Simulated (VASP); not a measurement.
A run of VASP 6.6.1:

File INCAR:

```
SYSTEM = Al3H
PREC = Accurate
ENCUT = 520
EDIFF = 1E-6
ISMEAR = 0
SIGMA = 0.1
LREAL = .False.
LASPH = .True.
NELM = 100
ALGO = Normal
ISIF = 2
LWAVE = .False.
LCHARG = .False.
LDIPOL = .True.
IDIPOL = 3
DIPOL = 0.5 0.5 0.355
GGA = PE
IBRION = 2
NSW = 36
EDIFFG = -0.025
```

The input KPOINTS:

```
regular mesh
0
Gamma
  9 9 1
  0 0 0
```

Contents of POSCAR:

```
Al3H
1.0
    2.8567582918      0.0000000000      0.0000000000
    0.0000000000      2.8567582918      0.0000000000
    0.0000000000      0.0000000000     19.6746954317
Al H
3 1
Selective dynamics
Direct
    0.5000000000      0.5000000000      0.2033068321  F F F
    0.0000000000      0.0000000000      0.3092728609  F F F
    0.5000000000      0.5000000000      0.4154928578  F F F
    0.5000000000      0.6666666667      0.4935154986  F F T
```

Potentials or basis: VASP PAW PBE potentials, release 64 (Al, H).

Run with:

```bash
$ cat potpaw_PBE.64/Al/POTCAR potpaw_PBE.64/H/POTCAR > POTCAR
$ mpirun -np 1 vasp_std > vasp.out
```

Hardware: 1 thread of Intel(R) Xeon(R) Platinum 8259CL CPU @ 2.50GHz (Skylake/Cascade Lake), on a shared host.

Question: Estimate the wall time of this run.

Answer: It took 66 s on 1 thread of Intel(R) Xeon(R) Platinum 8259CL CPU @ 2.50GHz (Skylake/Cascade Lake), with other jobs on the host, peak memory 0.29 GiB. Counts: scf iterations 31, k points 25, ion steps 3.
